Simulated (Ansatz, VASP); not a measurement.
# Ta in VASP and in Ansatz

```
Ta
1.0
    -1.65128    1.65128    1.65128
     1.65128   -1.65128    1.65128
     3.30256    3.30256    0.00000
Ta
2
Direct
  0.98486 0.98486 0.00000
  0.51514 0.51514 0.50000
```

Change from the starting cell: mode 6 (145.8 1/cm) frozen in, largest displacement +0.050 Å.

Alike in both runs: task single point; functional PBE; k mesh 18 × 18 × 10; occupations gaussian, width 0.15 eV; no spin polarisation.

|  | VASP | Ansatz |
| --- | --- | --- |
| version | VASP 6.6.1 | Ansatz 0.2.0 |
| potentials or method | VASP PAW PBE potentials, release 64 (Ta_pv), cutoff 500 eV | scalar-relativistic, plane waves, PAW |
| valence electrons in the cell | 22 | 26 |

Ansatz gave:

```
gap on the k mesh at the Fermi level (eV)                     : none
pressure (GPa)                                                : 3.2
traceless stress, the component that is largest in VASP (GPa) : 0.48
rms of the force components (eV/Å)                            : 0.399
```

Q: Which values does VASP return?

A: gap on the k mesh at the Fermi level (eV): none; pressure (GPa): 3.3; traceless stress, the component that is largest in VASP (GPa): 0.49; rms of the force components (eV/Å): 0.399.

Atom by atom the forces differ by 0.000 eV/Å (rms over components). A gap of «none» marks a metal or a gap that the smearing closes. VASP's potentials hold 22 valence electrons a cell and Ansatz's 26, so a difference there can come from the potentials and not from the codes.

Spin-orbit coupling is off throughout.
